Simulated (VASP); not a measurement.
Input of a VASP 6.6.1 run:

File INCAR:

```
  PREC = Accurate
  ENCUT = 520
  EDIFF = 1E-6
  ISMEAR = 0
  SIGMA = 0.15
  LREAL = False
  LASPH = True
  NELM = 60
  ALGO = Normal
  ISIF = 2
  LWAVE = False
  LCHARG = False
  GGA = B5
  ALDAX = 1.0
  AGGAX = 1.0
  AGGAC = 1.0
  ALDAC = 0.0
  IVDW = 12
  VDW_S6 = 1.0
  VDW_S8 = 2.6996
  VDW_A1 = 0.4298
  VDW_A2 = 4.2359
  NBANDS = 14
```

Contents of KPOINTS:

```
Automatic mesh
0
Gamma
  8 5 5
```

The input POSCAR:

```
Li3Mg
1.0
    2.9395813539      0.0000000000      0.0000000000
    0.0000000000      4.7168932824      0.0000000000
    0.0000000000      0.0000000000      4.8159585079
Li Mg
3 1
Direct
    0.0000000000      0.0000000000      0.9694257897
    0.5000000000      0.0000000000      0.4746613093
    0.5000000000      0.5000000000      0.8605584909
    0.0000000000      0.5000000000      0.3620214102
```

Potentials or basis: VASP PAW PBE potentials, release 64 (Li_sv, Mg).

Command:

```console
$ cat potpaw_PBE.64/Li_sv/POTCAR potpaw_PBE.64/Mg/POTCAR > POTCAR
$ mpirun -np 1 vasp_std > vasp.out
```

Estimate the dispersion energy per atom.

-0.551 eV.
